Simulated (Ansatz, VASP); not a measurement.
**CaMg3: VASP beside Ansatz**

```xyz
4
Lattice="-2.6948 2.6948 3.7973 2.6948 -2.6948 3.7973 2.6948 2.6948 -3.7973" Properties=species:S:1:pos:R:3 pbc="T T T"
Ca    0.0000    0.0000    0.0000
Mg    0.0000    0.0000    3.7973
Mg    2.6948    0.0000    1.8986
Mg    0.0000    2.6948    1.8986
```

Alike in both runs: task single point; functional LDA; k mesh 6 × 6 × 6; occupations methfessel-paxton of order 1, width 0.05 eV; no spin polarisation.

```csv
,VASP,Ansatz
version,VASP 6.6.1,Ansatz 0.2.0
potentials or method,"VASP PAW LDA potentials, release 64 (Ca_sv, Mg), cutoff 520 eV","plane waves, PAW"
valence electrons in the cell,16,40
```

```tsv
	VASP	Ansatz	Ansatz less VASP
pressure (GPa)	-3.7	-3.4	+0.29
```

LDA's correlation is that of Perdew and Zunger in VASP and of Perdew and Wang (1992) in Ansatz. VASP's potentials hold 16 valence electrons a cell and Ansatz's 40, so a difference there can come from the potentials and not from the codes.
